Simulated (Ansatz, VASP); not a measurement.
# Hf: VASP beside Ansatz

```
Hf
1.0
     3.20528    0.00000    0.00000
    -1.60264    2.77585    0.00000
     0.00000    0.00000    5.06446
Hf
2
Cartesian
  0.0000 1.8506 1.2661
  1.6026 0.9253 3.7983
```

Alike in both runs: functional PBE; k mesh 14 × 14 × 8; occupations fermi-dirac, width 0.05 eV; no spin polarisation.

Ansatz relaxed the structure, and its values are those at the end. VASP's run is a single point on that final structure, the one shown.

|  | VASP | Ansatz |
| --- | --- | --- |
| version | VASP 6.6.1 | Ansatz 0.2.0 |
| potentials or method | VASP PAW PBE potentials, release 64 (Hf_pv) | PAW with Ansatz's default frozen-core files, scalar-relativistic |
| plane-wave cutoff (eV) | 520 | 420 |
| valence electrons in the cell | 20 | 52 |

Ansatz gave:

| Item | Value |
| --- | --- |
| pressure (GPa) | 0.0 |

Question: Estimate VASP's values.

Answer: Pressure (GPa): -0.5.

VASP's potentials hold 20 valence electrons a cell and Ansatz's 52, so a difference there can come from the potentials and not from the codes.

Neither program's run includes spin-orbit coupling.
